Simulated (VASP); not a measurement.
A run of VASP 6.6.1 is set up as follows.

File INCAR:

```
PREC = Accurate
ENCUT = 520
EDIFF = 1E-6
ISMEAR = 0
SIGMA = 0.1
LREAL = F
LASPH = T
NELM = 80
ALGO = Normal
ISIF = 2
LWAVE = F
LCHARG = F
GGA = PE
NBANDS = 30
```

The input KPOINTS:

```
Automatic mesh
0
Gamma
  6 6 4
```

File POSCAR:

```
CdTeSe4
1.0
    5.4428214540     -0.0000000028      0.0000000000
   -2.7214107246      4.7136216488      0.0000000000
    0.0000000000      0.0000000000      5.5722176818
Cd Te Se
1 1 4
Direct
    0.0000000000      0.0000000000      0.0000000000
    0.0000000000      0.0000000000      0.5000000000
    0.3333333333      0.6666666667      0.0000000000
    0.6666666667      0.3333333333      0.0000000000
    0.3333333333      0.6666666667      0.5000000000
    0.6666666667      0.3333333333      0.5000000000
```

Potentials or basis: VASP PAW PBE potentials, release 64 (Cd, Te, Se).

Command:

```sh
$ cat potpaw_PBE.64/Cd/POTCAR potpaw_PBE.64/Te/POTCAR potpaw_PBE.64/Se/POTCAR > POTCAR
$ mpirun -np 1 vasp_std > vasp.out
```

(1) What does it give for the pressure?

(2) Estimate the band gap on the k mesh.

## Answers

(1) 0.0 GPa.

(2) zero (bands 21 and 22 overlap by 1.89 eV).

Caveat: spin-orbit coupling is left out, which moves the levels of the heavy elements.
